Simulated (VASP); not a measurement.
# SiO2 (Stishovite) (P4_2/mnm) in VASP: a series of runs, part 2 of 2

VASP 6.6.1. The steps go on from the part before.

### Step 3. Relaxation of shape and atoms at fixed volume, PBE (volume scaled by 1.06)

Contents of INCAR:

```
PREC = Accurate ; ENCUT = 600
EDIFF = 1E-7 ; ISMEAR = 0
SIGMA = 0.02 ; LREAL = F
LASPH = T ; NELM = 80
ALGO = Normal ; ISIF = 4
LWAVE = F ; LCHARG = F
GGA = PE ; IBRION = 2
NSW = 50 ; EDIFFG = -0.01
```

Contents of KPOINTS:

```
Automatic mesh
0
Gamma
  6 6 8
```

Contents of POSCAR:

```
SiO2
1.0
    4.3318775121      0.0000000000      0.0000000000
    0.0000000000      4.3318775121      0.0000000000
    0.0000000000      0.0000000000      2.7271080563
Si O
2 4
Direct
    0.0000000000      0.0000000000      0.0000000000
    0.5000000000      0.5000000000      0.5000000000
    0.3085824433      0.3085824433      0.0000000000
    0.1914175567      0.8085824433      0.5000000000
    0.6914175567      0.6914175567      0.0000000000
    0.8085824433      0.1914175567      0.5000000000
```

Potentials or basis: VASP PAW PBE potentials, release 64 (Si, O).

The run is started by

```console
$ cat potpaw_PBE.64/Si/POTCAR potpaw_PBE.64/O/POTCAR > POTCAR
$ mpirun -np 1 vasp_std > vasp.out
```

Run time: 72 s. Hardware: 1 thread of Intel Xeon 6975P-C (Granite Rapids), shared host; peak memory 0.2 GiB.

It converged, with:

| Quantity | Value |
| --- | --- |
| Free energy | -46.2124 eV |
| Energy gained by relaxing | 0.9 meV/atom |
| Ionic steps | 5 |
| Pressure after relaxing | -12.9 GPa |
| Band gap on the k mesh | 4.26 eV, direct |

The path:
| step | energy change (eV) | largest force (eV/Å) | pressure (GPa) | volume (Å³) |
| --- | --- | --- | --- | --- |
| 1 | 0.0000 | 0.1906 | -14.38 | 51.17 |
| 2 | -0.0047 | 0.0152 | -13.30 | 51.17 |
| 3 | -0.0048 | 0.0381 | -13.17 | 51.17 |
| 4 | -0.0054 | 0.0101 | -12.88 | 51.17 |
| 5 | -0.0055 | 0.0004 | -12.94 | 51.17 |

Final structure:
```xyz
6
Lattice="4.3444 0.0000 0.0000 0.0000 4.3444 0.0000 0.0000 0.0000 2.7114" Properties=species:S:1:pos:R:3 pbc="T T T"
Si    0.0000    0.0000    0.0000
Si    2.1722    2.1722    1.3557
O     1.3478    1.3478    0.0000
O     0.8244    3.5200    1.3557
O     2.9966    2.9966    0.0000
O     3.5200    0.8244    1.3557
```

Levels at points of the mesh, in eV from the valence-band top:
```
           k point  band 13  band 14  band 15  band 16  band 17  band 18  band 19  band 20
(0.00, 0.00, 0.00)    -2.50    -0.78    -0.78     0.00     4.26     6.51     8.12     8.12
(0.50, 0.00, 0.00)    -2.48    -2.48    -1.02    -1.02     6.67     6.67     8.72     8.72
(0.50, 0.50, 0.00)    -2.22    -2.22    -1.99    -1.99     6.41     6.41     9.43     9.43
(0.00, 0.00, 0.50)    -2.49    -2.49    -2.38    -2.38     7.96     7.96    11.11    11.11
(0.50, 0.00, 0.50)    -2.08    -2.08    -1.50    -1.50     7.93     7.93     8.71     8.71
(0.50, 0.50, 0.50)    -1.72    -1.72    -1.30    -1.30     6.37     6.37     9.99     9.99
```

Caveat: the cell differs from its parent crystal (volume scaled by 1.06). A k mesh can miss the band edges.

### Step 4. Relaxation of shape and atoms at fixed volume, PBE (volume scaled by 1.10)

Contents of INCAR:

```
PREC = Accurate
ENCUT = 600
EDIFF = 1E-7
ISMEAR = 0
SIGMA = 0.02
LREAL = False
LASPH = True
NELM = 60
ALGO = Normal
ISIF = 4
LWAVE = False
LCHARG = False
GGA = PE
IBRION = 2
NSW = 50
EDIFFG = -0.01
```

KPOINTS is that of step 3.

Contents of POSCAR:

```
SiO2
1.0
    4.4016992699      0.0000000000      0.0000000000
    0.0000000000      4.4016992699      0.0000000000
    0.0000000000      0.0000000000      2.7409478149
Si O
2 4
Direct
    0.0000000000      0.0000000000      0.0000000000
    0.5000000000      0.5000000000      0.5000000000
    0.3104973464      0.3104973464      0.0000000000
    0.1895026536      0.8104973464      0.5000000000
    0.6895026536      0.6895026536      0.0000000000
    0.8104973464      0.1895026536      0.5000000000
```

The run is started by

```console
$ cat potpaw_PBE.64/Si/POTCAR potpaw_PBE.64/O/POTCAR > POTCAR
$ mpirun -np 1 vasp_std > vasp.out
```

Wall time 78 s (1 thread of Intel Xeon 6975P-C (Granite Rapids), shared host); peak memory 0.19 GiB.

Results (log left out):

```yaml
Free_energy: -46.0301 eV
Energy_gained_by_relaxing: 2.3 meV/atom
Ionic_steps: 5
Pressure_after_relaxing: -18.1 GPa
Band_gap_on_the_k_mesh: 3.91 eV, direct
```

The path:
```tsv
step	energy change (eV)	largest force (eV/Å)	pressure (GPa)	volume (Å³)
1	0.0000	0.2694	-20.76	53.11
2	-0.0113	0.0148	-19.09	53.11
3	-0.0121	0.0707	-18.51	53.11
4	-0.0137	0.0259	-17.93	53.11
5	-0.0139	0.0006	-18.08	53.11
```

Final structure:
```yaml
crystal:
  lattice:
    - [4.42462, 0.00000, 0.00000]
    - [0.00000, 4.42462, 0.00000]
    - [0.00000, 0.00000, 2.71262]
  atoms:
    - { symbol: Si, position: [0.00000, 0.00000, 0.00000] }
    - { symbol: Si, position: [0.50000, 0.50000, 0.50000] }
    - { symbol: O, position: [0.31324, 0.31324, 0.00000] }
    - { symbol: O, position: [0.18676, 0.81324, 0.50000] }
    - { symbol: O, position: [0.68676, 0.68676, 0.00000] }
    - { symbol: O, position: [0.81324, 0.18676, 0.50000] }
```

Levels at points of the mesh, in eV from the valence-band top:
```csv
k point,band 12,band 13,band 14,band 15,band 16,band 17,band 18,band 19,band 20
"(0.00, 0.00, 0.00)",-2.63,-2.49,-0.72,-0.72,0.00,3.91,6.51,8.11,8.11
"(0.50, 0.00, 0.00)",-3.11,-2.37,-2.37,-1.02,-1.02,6.35,6.35,8.73,8.73
"(0.50, 0.50, 0.00)",-2.71,-1.96,-1.96,-1.88,-1.88,6.10,6.10,9.31,9.31
"(0.00, 0.00, 0.50)",-3.80,-2.27,-2.27,-2.22,-2.22,7.62,7.62,10.37,10.37
"(0.50, 0.00, 0.50)",-3.18,-2.00,-2.00,-1.37,-1.37,7.67,7.67,8.24,8.24
"(0.50, 0.50, 0.50)",-3.74,-1.72,-1.72,-1.18,-1.18,6.20,6.20,9.48,9.48
```

Caveat: the cell differs from its parent crystal (volume scaled by 1.10).

### Step 5. Single point, PBE

This run uses another cell than the first one, of 8.04 Å³/atom, 0.970 times its volume.

Contents of INCAR:

```
SYSTEM = SiO2
PREC = Accurate ; ENCUT = 520
EDIFF = 1E-7 ; ISMEAR = 0
SIGMA = 0.1 ; LREAL = .FALSE.
LASPH = .TRUE. ; NELM = 80
ALGO = Normal ; ISIF = 2
LWAVE = .FALSE. ; LCHARG = .FALSE.
GGA = PE ; NBANDS = 25
```

Contents of KPOINTS:

```
regular mesh
0
G
  6 6 8
  0 0 0
```

Contents of POSCAR:

```
SiO2
1.0
    4.2337784367      0.0000000000      0.0000000000
    0.0000000000      4.2337784367      0.0000000000
    0.0000000000      0.0000000000      2.6917068301
Si O
2 4
Direct
    0.0000000000      0.0000000000      0.0000000000
    0.5000000000      0.5000000000      0.5000000000
    0.3070878418      0.3070878418      0.0000000000
    0.1929121582      0.8070878418      0.5000000000
    0.6929121582      0.6929121582      0.0000000000
    0.8070878418      0.1929121582      0.5000000000
```

The run is started by

```console
$ cat potpaw_PBE.64/Si/POTCAR potpaw_PBE.64/O/POTCAR > POTCAR
$ mpirun -np 1 vasp_std > vasp.out
```

It took 37 s on 1 thread of Intel Xeon Platinum 8488C (Sapphire Rapids), shared host; peak memory 0.17 GiB.

The run converged. Its results:

```yaml
Free_energy: -46.3168 eV
Pressure: 0.3 GPa
Largest_force: 0.049 eV/Å
Band_gap_on_the_k_mesh: 5.04 eV, direct
```

Forces in eV/Å, atoms in the order of the input:
```
Si   0.000  0.000  0.000
Si   0.000  0.000  0.000
O   -0.034 -0.034  0.000
O    0.034 -0.034  0.000
O    0.034  0.034  0.000
O   -0.034  0.034  0.000
```

Stress tensor (GPa, compression positive):
```
0.29 0.00 0.00
0.00 0.29 0.00
0.00 0.00 0.43
```

Levels at points of the mesh, in eV from the valence-band top:
| k point | band 13 | band 14 | band 15 | band 16 | band 17 | band 18 | band 19 | band 20 |
| --- | --- | --- | --- | --- | --- | --- | --- | --- |
| (0.00, 0.00, 0.00) | -2.51 | -0.85 | -0.85 | 0.00 | 5.04 | 6.59 | 8.29 | 8.29 |
| (0.50, 0.00, 0.00) | -2.62 | -2.62 | -1.04 | -1.04 | 7.30 | 7.30 | 8.88 | 8.88 |
| (0.50, 0.50, 0.00) | -2.53 | -2.53 | -2.16 | -2.16 | 7.01 | 7.01 | 9.77 | 9.77 |
| (0.00, 0.00, 0.50) | -2.87 | -2.87 | -2.57 | -2.57 | 8.64 | 8.64 | 12.20 | 12.20 |
| (0.50, 0.00, 0.50) | -2.21 | -2.21 | -1.67 | -1.67 | 8.44 | 8.44 | 9.45 | 9.45 |
| (0.50, 0.50, 0.50) | -1.73 | -1.73 | -1.47 | -1.47 | 6.83 | 6.83 | 10.69 | 10.69 |

A k mesh can miss the band edges.

### Step 6. Single point, PBE

This run uses another cell than the first one, of 8.05 Å³/atom, 0.971 times its volume.

Contents of INCAR:

```
PREC = Accurate ; ENCUT = 520
EDIFF = 1E-6 ; ISMEAR = 0
SIGMA = 0.02 ; LREAL = F
LASPH = T ; NELM = 60
ALGO = Normal ; ISIF = 2
LWAVE = F ; LCHARG = F
GGA = PE ; NBANDS = 25
```

Contents of KPOINTS:

```
Automatic mesh
0
Gamma
  6 6 8
```

Contents of POSCAR:

```
SiO2
1.0
    4.2359706577      0.0000000000      0.0000000000
    0.0000000000      4.2359706577      0.0000000000
    0.0000000000      0.0000000000      2.6905615463
Si O
2 4
Direct
    0.0000000000      0.0000000000      0.0000000000
    0.5000000000      0.5000000000      0.5000000000
    0.3069734713      0.3069734713      0.0000000000
    0.1930265287      0.8069734713      0.5000000000
    0.6930265287      0.6930265287      0.0000000000
    0.8069734713      0.1930265287      0.5000000000
```

Potentials or basis: VASP PAW PBE potentials, release 64 (Si, O).

The run is started by

```console
$ cat potpaw_PBE.64/Si/POTCAR potpaw_PBE.64/O/POTCAR > POTCAR
$ mpirun -np 1 vasp_std > vasp.out
```

Wall time 32 s (1 thread of Intel Xeon Platinum 8488C (Sapphire Rapids), shared host); peak memory 0.18 GiB.

The run converged. Its results:

* Free energy: -46.3169 eV
* Pressure: 0.1 GPa
* Largest force: 0.017 eV/Å
* Band gap on the k mesh: 5.02 eV, direct

Forces on the atoms (eV/Å):
```
Si   0.000  0.000  0.000
Si   0.000  0.000  0.000
O   -0.012 -0.012  0.000
O    0.012 -0.012  0.000
O    0.012  0.012  0.000
O   -0.012  0.012  0.000
```

Stress tensor (GPa, compression positive):
```
-0.07  0.00  0.00
 0.00 -0.07  0.00
 0.00  0.00  0.54
```

Levels at points of the mesh, in eV from the valence-band top:
```tsv
k point	band 13	band 14	band 15	band 16	band 17	band 18	band 19	band 20
(0.00, 0.00, 0.00)	-2.50	-0.85	-0.85	0.00	5.02	6.61	8.29	8.29
(0.50, 0.00, 0.00)	-2.61	-2.61	-1.04	-1.04	7.30	7.30	8.88	8.88
(0.50, 0.50, 0.00)	-2.53	-2.53	-2.17	-2.17	7.01	7.01	9.78	9.78
(0.00, 0.00, 0.50)	-2.87	-2.87	-2.56	-2.56	8.63	8.63	12.19	12.19
(0.50, 0.00, 0.50)	-2.21	-2.21	-1.67	-1.67	8.43	8.43	9.43	9.43
(0.50, 0.50, 0.50)	-1.73	-1.73	-1.47	-1.47	6.81	6.81	10.69	10.69
```

A k mesh can miss the band edges. A hybrid or GW would open this gap; PBE tends to underestimate it.

### Step 7. The runs side by side

| task | cell | cutoff (eV) | smearing | gap on the mesh (eV) | pressure (GPa) | largest force (eV/Å) |
| --- | --- | --- | --- | --- | --- | --- |
| relaxation of shape and atoms at fixed volume | relaxed from a = 4.278, b = 4.278, c = 2.717 Å, 6 atoms | 600 | gaussian 0.02 eV | 4.61 | -7.4 | 0.01 |
| relaxation of shape and atoms at fixed volume | relaxed from a = 4.332, b = 4.332, c = 2.727 Å, 6 atoms | 600 | gaussian 0.02 eV | 4.26 | -12.9 | - |
| relaxation of shape and atoms at fixed volume | relaxed from a = 4.402, b = 4.402, c = 2.741 Å, 6 atoms | 600 | gaussian 0.02 eV | 3.91 | -18.1 | - |
| single point | a = 4.234, b = 4.234, c = 2.692 Å, 6 atoms | 520 | gaussian 0.1 eV | 5.04 | 0.3 | 0.05 |
| single point | a = 4.236, b = 4.236, c = 2.691 Å, 6 atoms | 520 | gaussian 0.02 eV | 5.02 | 0.1 | 0.02 |

Alike in all rows: level PBE; potentials or basis VASP PAW PBE potentials, release 64 (Si, O); no spin polarisation; k mesh 6 × 6 × 8.

Absolute energies hang on the potentials; compare differences alone.
